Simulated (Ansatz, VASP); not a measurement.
**Si: VASP beside Ansatz**

File INCAR:

```
PREC = Accurate
ENCUT = 520
EDIFF = 1E-6
ISMEAR = 0
SIGMA = 0.15
LREAL = F
LASPH = T
NELM = 100
ALGO = Normal
ISIF = 2
LWAVE = F
LCHARG = T
LELF = T
LVHAR = T
NBANDS = 11
```

The input KPOINTS:

```
regular mesh
0
Gamma
  20 20 20
```

Contents of POSCAR:

```
Si
1.0
   -2.3713723045      2.3713723045      1.2760947743
    2.3713723045     -2.3713723045      1.2760947743
    2.3713723045      2.3713723045     -1.2760947743
Si
2
Direct
    0.2500000000      0.7500000000      0.5000000000
    0.5000000000      0.5000000000      0.0000000000
```

Input for Ansatz:

```yaml
crystal:
  lattice:
    - [-2.3713723045, 2.3713723045, 1.2760947743]
    - [2.3713723045, -2.3713723045, 1.2760947743]
    - [2.3713723045, 2.3713723045, -1.2760947743]
  atoms:
    - { symbol: Si, position: [0.25, 0.75, 0.5] }
    - { symbol: Si, position: [0.5, 0.5, 0.0] }
basis:
  ecutwfc: 420
kpoints:
  mp_grid: { grid: [20, 20, 20] }
hamiltonian:
  xc: lda
scf:
  occupations: { method: gaussian, width: 0.15 }
output:
  forces: true
  stress: true
  eigenvalues: true
```

Change from the starting cell: strain +0.000 along x and y, -0.040 along z, atoms carried along.

Alike in both runs: task single point; functional LDA; k mesh 20 × 20 × 20; occupations gaussian, width 0.15 eV; no spin polarisation.

```csv
,VASP,Ansatz
version,VASP 6.6.1,Ansatz 0.2.0
potentials or method,"VASP PAW LDA potentials, release 64 (Si), cutoff 520 eV","scalar-relativistic, plane waves, PAW"
valence electrons in the cell,8,8
```

```tsv
	VASP	Ansatz	Ansatz less VASP
gap on the k mesh at the Fermi level (eV)	none	none	-
pressure (GPa)	4.0	3.9	-0.10
traceless stress, the component that is largest in VASP (GPa)	1.64	1.62	-0.013
```

LDA's correlation is that of Perdew and Zunger in VASP and of Perdew and Wang (1992) in Ansatz. A gap of «none» marks a metal or a gap that the smearing closes.
